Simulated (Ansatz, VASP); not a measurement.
## Pt: VASP beside Ansatz

```
Pt
1.0
     0.00000    1.94683    2.04904
     2.05391    0.00000    2.04904
     2.05391    1.94683    0.00000
Pt
1
Direct
  0.00000 0.00000 0.00000
```

Change from the starting cell: normal strain along x +0.0550, normal strain along z +0.0525.

Alike in both runs: task single point; functional LDA; k mesh 20 × 20 × 20; occupations gaussian, width 0.15 eV; no spin polarisation.

|  | VASP | Ansatz |
| --- | --- | --- |
| version | VASP 6.6.1 | Ansatz 0.2.0 |
| potentials or method | VASP PAW LDA potentials, release 64 (Pt), cutoff 520 eV | scalar-relativistic, plane waves, PAW |
| valence electrons in the cell | 10 | 18 |

|  | VASP | Ansatz | Ansatz less VASP |
| --- | --- | --- | --- |
| gap on the k mesh at the Fermi level (eV) | none | none | - |
| pressure (GPa) | -23.5 | -24.0 | -0.49 |
| traceless stress, the component that is largest in VASP (GPa) | 1.85 | 1.83 | -0.020 |

LDA's correlation is that of Perdew and Zunger in VASP and of Perdew and Wang (1992) in Ansatz. A gap of «none» marks a metal or a gap that the smearing closes. VASP's potentials hold 10 valence electrons a cell and Ansatz's 18, so a difference there can come from the potentials and not from the codes.

Spin-orbit coupling is off throughout.
